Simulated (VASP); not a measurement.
Wanted: the native input for a VASP 6.6.1 run.

```yaml
Task: single point
Functional: PBEsol
Potentials_or_basis: VASP PAW PBE potentials, release 64 (Hf_pv)
Cutoff: 520 eV
k_mesh: 13 × 13 × 13
Occupations: fermi-dirac, width 0.08 eV
Spin: no spin polarisation
Dipole_correction: no
Further_INCAR_settings: ALGO = Normal; EDIFF = 1e-07; NBANDS = 11
```

The structure of Hf lies in POSCAR:

```
Hf
1.0
    2.7872765664      0.0000000000      0.0000000000
    0.0000000000      2.7872765664      0.0000000000
    0.0000000000      0.0000000000      2.7872765664
Hf
1
Direct
    0.0000000000      0.0000000000      0.0000000000
```

This cell differs from its parent crystal: volume scaled by 0.92.

These files were run (other wordings do the same):

INCAR

```
SYSTEM = Hf
  PREC = Accurate
  ENCUT = 520
  EDIFF = 1E-7
  ISMEAR = -1
  SIGMA = 0.08
  LREAL = .False.
  LASPH = .True.
  NELM = 60
  ALGO = Normal
  ISIF = 2
  LWAVE = .False.
  LCHARG = .False.
  GGA = PS
  NBANDS = 11
```

KPOINTS

```
regular mesh
0
Gamma
  13 13 13
  0 0 0
```

Potentials or basis: VASP PAW PBE potentials, release 64 (Hf_pv).

Launch:

```bash
$ cat potpaw_PBE.64/Hf_pv/POTCAR > POTCAR
$ mpirun -np 1 vasp_std > vasp.out
```

It gave:

* Pressure: 7.7 GPa
* Band gap on the k mesh: zero (band 5 reaches 5.41 eV, above the bottom of band 6 at 2.77 eV)

Caveat: the PAW data sets were made with another functional, which shifts forces and pressure a little; spin-orbit coupling is left out, which moves the levels of the heavy elements.

Run time: 22 s on 1 thread of AMD EPYC 7R13, on a shared host, peak memory 0.12 GiB.
